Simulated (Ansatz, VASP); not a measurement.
# One calculation of ZrO2, two programs

The input INCAR:

```
  ALGO = Normal
  EDIFF = 1E-7
  EDIFFG = -0.001
  ENCUT = 600
  GGA = PE
  GGA_COMPAT = F
  IBRION = 2
  ISIF = 3
  ISMEAR = 0
  LASPH = T
  LCHARG = F
  LREAL = F
  LWAVE = F
  NELM = 120
  NELMIN = 4
  NSW = 80
  PREC = Accurate
  SIGMA = 0.01
```

File KPOINTS:

```
k-points
0
Gamma
  8 8 8
```

Contents of POSCAR:

```
ZrO2
1.0
    0.0000000000      2.5578981950      2.5578981950
    2.5578981950      0.0000000000      2.5578981950
    2.5578981950      2.5578981950      0.0000000000
Zr O
1 2
Direct
    0.0000000000      0.0000000000      0.0000000000
    0.2500000000      0.2500000000      0.2500000000
    0.7500000000      0.7500000000      0.7500000000
```

Input for Ansatz:

```yaml
crystal:
  lattice:
    - [0.0, 2.557898195, 2.557898195]
    - [2.557898195, 0.0, 2.557898195]
    - [2.557898195, 2.557898195, 0.0]
  atoms:
    - { symbol: Zr, position: [0.0, 0.0, 0.0] }
    - { symbol: O, position: [0.25, 0.25, 0.25] }
    - { symbol: O, position: [0.75, 0.75, 0.75] }
basis:
  ecutwfc: 420
kpoints:
  mp_grid: { grid: [8, 8, 8] }
hamiltonian:
  xc: pbe
scf:
  occupations: { method: fixed }
output:
  forces: true
  stress: true
  eigenvalues: true
relax:
  adjacent_minimum: "off"
  f_tol: 0.001
  max_steps: 60
  cell: { stress_tol: 0.01 }
```

Alike in both runs: task relaxation of cell and atoms; functional PBE; k mesh 8 × 8 × 8; no spin polarisation.

```csv
,VASP,Ansatz
version,VASP 6.6.1,Ansatz 0.2.0
potentials or method,"VASP PAW PBE potentials, release 64 (Zr_sv, O), cutoff 600 eV","scalar-relativistic, plane waves, PAW"
occupations,"gaussian, width 0.01 eV",fixed
valence electrons in the cell,24,24
```

```csv
,VASP,Ansatz,Ansatz less VASP
"gap on the k mesh at the Fermi level, each at its own relaxed structure (eV)",3.31,3.32,+0.006
relaxed volume (Å³/atom),11.16,11.16,-0.004
relaxed cell length with the largest relative difference (Å),3.618,3.617,-0.0004
```
